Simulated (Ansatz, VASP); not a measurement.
# AlSn: VASP beside Ansatz

INCAR

```
SYSTEM = AlSn
  ALGO = Fast
  EDIFF = 1E-6
  ENCUT = 520
  GGA = PE
  ISIF = 2
  ISMEAR = 0
  LASPH = .True.
  LCHARG = .False.
  LREAL = .False.
  LWAVE = .False.
  NBANDS = 16
  NELM = 80
  PREC = Accurate
  SIGMA = 0.026000000000000002
```

KPOINTS

```
k-points
0
Gamma
  7 7 8
  0 0 0
```

The input POSCAR:

```
AlSn
1.0
    4.1981056157      0.0000000000      0.0000000000
   -2.0990528078      3.6356661109      0.0000000000
    0.0000000000      0.0000000000      3.3068470000
Sn Al
1 1
Direct
    0.3333333333      0.6666666667      0.5000000000
    0.0000000000      0.0000000000      0.0000000000
```

Contents of input.yaml:

```yaml
crystal:
  lattice:
    - [4.1981056157, 0.0, 0.0]
    - [-2.0990528078, 3.6356661109, 0.0]
    - [0.0, 0.0, 3.306847]
  atoms:
    - { symbol: Sn, position: [0.3333333333, 0.6666666667, 0.5] }
    - { symbol: Al, position: [0.0, 0.0, 0.0] }
hamiltonian:
  xc: pbe
  pseudopotentials: { kind: paw }
kpoints:
  mp_grid: { grid: [7, 7, 8] }
scf:
  occupations: { method: gaussian, width: 0.026 }
output:
  forces: true
  stress: true
  eigenvalues: true
```

Alike in both runs: task single point; functional PBE; k mesh 7 × 7 × 8; occupations gaussian, width 0.026 eV; no spin polarisation.

|  | VASP | Ansatz |
| --- | --- | --- |
| version | VASP 6.6.1 | Ansatz 0.2.0 |
| potentials or method | VASP PAW PBE potentials, release 64 (Sn_d, Al) | Ansatz PAW |
| plane-wave cutoff (eV) | 520 | 420 |
| valence electrons in the cell | 17 | 17 |

```tsv
	VASP	Ansatz	Ansatz less VASP
gap on the k mesh at the Fermi level (eV)	none	none	-
pressure (GPa)	0.2	0.3	+0.05
traceless stress, the component that is largest in VASP (GPa)	0.54	0.54	-0.001
```

A gap of «none» marks a metal or a gap that the smearing closes.
